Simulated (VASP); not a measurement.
PbSe (Clausthalite), 2 atoms in the cell. The structure is cubic, space group Fm-3m (No. 225). Conventional cell: a = 6.260 Å, b = 6.260 Å, c = 6.260 Å, α = 90.00°, β = 90.00°, γ = 90.00°. Within 4.1 Å of Pb (site symmetry m-3m) lie 6 Se at 3.13 Å. Within 4.1 Å of Se (site symmetry m-3m) lie 6 Pb at 3.13 Å. 

| Property | Result |
| --- | --- |
| Program | VASP 6.6.1 |
| Task | relaxation of the atoms |
| Functional | r2SCAN |
| Potentials or basis | VASP PAW PBE potentials, release 64 (Pb_d, Se) |
| Cutoff | 520 eV |
| k mesh | 8 × 8 × 8 |
| Occupations | fermi-dirac, width 0.02 eV |
| Spin | no spin polarisation |
| Dipole correction | no |
| Further INCAR settings | ALGO = Normal; EDIFF = 1e-06; IBRION = 2; EDIFFG = -0.01; NSW = 50 |

Potentials or basis: VASP PAW PBE potentials, release 64 (Pb_d, Se).

Command:

```sh
$ cat potpaw_PBE.64/Pb_d/POTCAR potpaw_PBE.64/Se/POTCAR > POTCAR
$ cp INCAR.step1 INCAR
$ mpirun -np 1 vasp_std > vasp.out
$ cp INCAR.step2 INCAR
$ mpirun -np 1 vasp_std > vasp.out
```

Hardware: 1 thread of Intel(R) Xeon(R) Platinum 8488C (Sapphire Rapids), with other jobs on the host.

**Question.** Estimate the wall time of this run.

**Answer.** Run time: 100 s on 1 thread of Intel(R) Xeon(R) Platinum 8488C (Sapphire Rapids), on a shared host, peak memory 0.22 GiB. Counts: k points 29, ion steps 1.
